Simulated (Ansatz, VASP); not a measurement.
Two plane-wave programs on WC

```
CELL_PARAMETERS angstrom
-2.89841 0.00000 0.00000
-1.44921 -2.51010 0.00000
0.00000 0.00000 10.48284
ATOMIC_POSITIONS crystal
W 0.00000 0.00000 0.74176
W 0.00000 0.00000 0.20229
W 0.00000 0.00000 0.47203
C 0.66667 0.66667 0.06742
C 0.66667 0.66667 0.33716
C 0.66667 0.66667 0.60690
```

Alike in both runs: task single point; functional PBEsol; k mesh 23 × 23 × 7; occupations gaussian, width 0.15 eV; no spin polarisation.

|  | VASP | Ansatz |
| --- | --- | --- |
| version | VASP 6.6.1 | Ansatz 0.2.0 |
| potentials or method | VASP PAW PBE potentials, release 64 (W_sv, C), cutoff 520 eV | scalar-relativistic, plane waves, PAW |
| valence electrons in the cell | 54 | 54 |

Ansatz gave:

```
gap on the k mesh at the Fermi level (eV)                     : none
pressure (GPa)                                                : -11.0
traceless stress, the component that is largest in VASP (GPa) : -8.67
rms of the force components (eV/Å)                            : 1.571
```

What did VASP give for the same quantities?

gap on the k mesh at the Fermi level (eV): none; pressure (GPa): -10.1; traceless stress, the component that is largest in VASP (GPa): -8.61; rms of the force components (eV/Å): 1.567.

VASP's potentials were made for PBE, not for PBEsol. Atom by atom the forces differ by 0.019 eV/Å (rms over components). A gap of «none» marks a metal or a gap that the smearing closes. With one functional, cell and mesh, what is left measures potentials, basis and numerics.

Spin-orbit coupling is off throughout.
